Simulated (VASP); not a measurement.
Here is a VASP 6.6.1 calculation.

Contents of INCAR:

```
SYSTEM = Sr
ALGO = Fast
EDIFF = 1E-6
ENCUT = 520
GGA = PS
ISIF = 2
ISMEAR = 0
LASPH = .True.
LCHARG = .False.
LREAL = .False.
LWAVE = .False.
NBANDS = 28
NELM = 60
PREC = Accurate
SIGMA = 0.1
```

File KPOINTS:

```
k-points
0
Gamma
  10 10 10
  0 0 0
```

The input POSCAR:

```
Sr
1.0
   -3.9830899746      3.9830899746      3.5149594203
    3.9830899746     -3.9830899746      3.5149594203
    3.9830899746      3.9830899746     -3.5149594203
Sr
4
Direct
    0.1709823144      0.6709823144      0.8419646288
    0.8290176856      0.3290176856      0.1580353712
    0.6709823144      0.8290176856      0.5000000000
    0.3290176856      0.1709823144      0.5000000000
```

Potentials or basis: VASP PAW PBE potentials, release 64 (Sr_sv).

Command:

```bash
$ cat potpaw_PBE.64/Sr_sv/POTCAR > POTCAR
$ mpirun -np 1 vasp_std > vasp.out
```

Predict the pressure.

0.0 GPa.

What does it give for the band gap on the k mesh?

Zero (bands 20 and 21 overlap by 0.53 eV).

Caveat: the PAW data sets were made with another functional, which shifts forces and pressure a little.
